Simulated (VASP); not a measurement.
Here is a VASP 6.6.1 calculation.

File INCAR:

```
  PREC = Accurate
  ENCUT = 600
  EDIFF = 1E-6
  ISMEAR = 0
  SIGMA = 0.05
  LREAL = F
  LASPH = T
  NELM = 100
  ALGO = Normal
  ISIF = 3
  LWAVE = F
  LCHARG = F
  GGA = PE
  IBRION = 2
  NSW = 80
  EDIFFG = -0.03
```

KPOINTS

```
regular mesh
0
Gamma
  6 6 2
```

File POSCAR:

```
La
1.0
    3.7700000000      0.0000000000      0.0000000000
   -1.8850000000      3.2649157723      0.0000000000
    0.0000000000      0.0000000000     12.1300000000
La
4
Direct
    0.0000000000      0.0000000000      0.0000000000
    0.0000000000      0.0000000000      0.5000000000
    0.3333333333      0.6666666667      0.2500000000
    0.6666666667      0.3333333333      0.7500000000
```

Potentials or basis: VASP PAW PBE potentials, release 64 (La).

Command:

```sh
$ cat potpaw_PBE.64/La/POTCAR > POTCAR
$ mpirun -np 1 vasp_std > vasp.out
```

**Question.** What does it give for the space group after relaxing (to 0.1 Å)?

**Answer.** P6_3/mmc (No. 194).

**Question.** Estimate the relaxed cell.

**Answer.** a = 3.777 Å, b = 3.777 Å, c = 12.131 Å, α = 90.00°, β = 90.00°, γ = 120.00°.

**Question.** Predict the band gap on the k mesh.

**Answer.** Zero (bands 22 and 23 overlap by 1.00 eV).

Final structure:
```
CELL_PARAMETERS angstrom
3.77698 0.00000 0.00000
-1.88849 3.27096 0.00000
0.00000 0.00000 12.13089
ATOMIC_POSITIONS crystal
La 0.00000 0.00000 0.00000
La 0.00000 0.00000 0.50000
La 0.33333 0.66667 0.25000
La 0.66667 0.33333 0.75000
```

Caveat: spin-orbit coupling is left out, which moves the levels of the heavy elements.
